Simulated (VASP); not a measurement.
# Si: single point with PBE-based global hybrid

Si:

```
Si
1.0
     0.00000    2.72185    2.72185
     2.72185    0.00000    2.72185
     2.72185    2.72185    0.00000
Si
2
Direct
  0.50000 0.50000 0.50000
  0.75000 0.75000 0.75000
```

```json
{"Program": "VASP 6.6.1", "Task": "single point", "Functional": "PBE-based global hybrid", "Potentials or basis": "VASP PAW PBE potentials, release 64 (Si)", "Cutoff": "520 eV", "k mesh": "4 × 4 × 4", "Occupations": "fermi-dirac, width 0.05 eV", "Spin": "no spin polarisation", "Dipole correction": "no", "Grid for exact exchange (PRECFOCK)": "Normal", "Share of exact exchange": "0.1", "Further INCAR settings": "ALGO = Normal; EDIFF = 1e-06; NBANDS = 11"}
```

```json
{
 "Pressure": "1.0 GPa",
 "Band gap on the k mesh": "1.25 eV, indirect (least direct gap 3.15 eV)"
}
```

Levels at points of the mesh, in eV from the valence-band top:
```csv
k point,band 1,band 2,band 3,band 4,band 5,band 6,band 7,band 8
"(0.00, 0.00, 0.00)",-12.47,0.00,0.00,0.00,3.15,3.15,3.15,3.98
"(0.50, 0.00, 0.00)",-10.04,-7.26,-1.24,-1.24,2.10,3.95,3.95,8.37
"(0.50, 0.50, 0.00)",-8.15,-8.15,-2.96,-2.96,1.25,1.25,10.91,10.91
```

It took 97 s on 1 thread of Intel(R) Xeon(R) Platinum 8488C (Sapphire Rapids) (shared host), peak memory 0.16 GiB.

Caveat: the k points lie up to 0.50 Å⁻¹ apart; the PAW data sets were made with another functional, which shifts forces and pressure a little. A k mesh can miss the band edges.
